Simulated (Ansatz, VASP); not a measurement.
## Two plane-wave programs on Al16Ru15

```
Al Ru
1.0
     0.00000    6.00688    6.00688
     6.00688    0.00000    6.00688
     6.00688    6.00688    0.00000
Al Ru
16 15
Cartesian
  0.0129 0.0092 -0.0056
  2.9938 2.9901 3.0203
  2.9935 2.9903 -0.0048
  6.0194 6.0162 3.0212
  2.9915 0.0114 3.0226
  6.0215 2.9882 5.9995
  6.0188 2.9902 3.0210
  8.9999 6.0161 6.0018
  0.0145 2.9879 3.0232
  2.9912 6.0180 6.0002
  2.9937 6.0160 3.0203
  6.0196 8.9971 6.0013
  2.9915 2.9881 6.0002
  6.0215 6.0182 9.0300
  6.0219 6.0178 5.9994
  8.9986 8.9946 9.0294
  1.5027 1.4997 1.5078
  4.5063 4.5033 4.5232
  7.5103 7.5067 4.5111
  4.5062 1.4995 4.5114
  7.4985 4.5030 7.5149
  7.5100 4.5027 4.5110
  10.5136 7.5173 7.5145
  1.5035 4.5029 4.5108
  4.5067 7.4954 7.5146
  4.5063 7.5063 4.5117
  7.5209 10.5099 7.5149
  4.5066 4.5031 7.5148
  7.5102 7.5066 10.5180
  7.5092 7.5067 7.5149
  10.5130 10.5101 10.5069
```

Alike in both runs: functional PBE; k mesh 2 × 2 × 2; occupations methfessel-paxton of order 1, width 0.1 eV; no spin polarisation.

Ansatz relaxed the structure, and its values are those at the end. VASP's run is a single point on that final structure, the one shown.

|  | VASP | Ansatz |
| --- | --- | --- |
| version | VASP 6.6.1 | Ansatz 0.2.0 |
| potentials or method | VASP PAW PBE potentials, release 64 (Al, Ru_pv), cutoff 520 eV | plane-wave PAW DFT |
| valence electrons in the cell | 258 | 288 |

```csv
,VASP,Ansatz,Ansatz less VASP
rms of the force components (eV/Å),0.004,0.002,-0.0015
```

VASP's potentials hold 258 valence electrons a cell and Ansatz's 288, so a difference there can come from the potentials and not from the codes.

The k mesh is coarse, so the values compare programs but aren't converged.
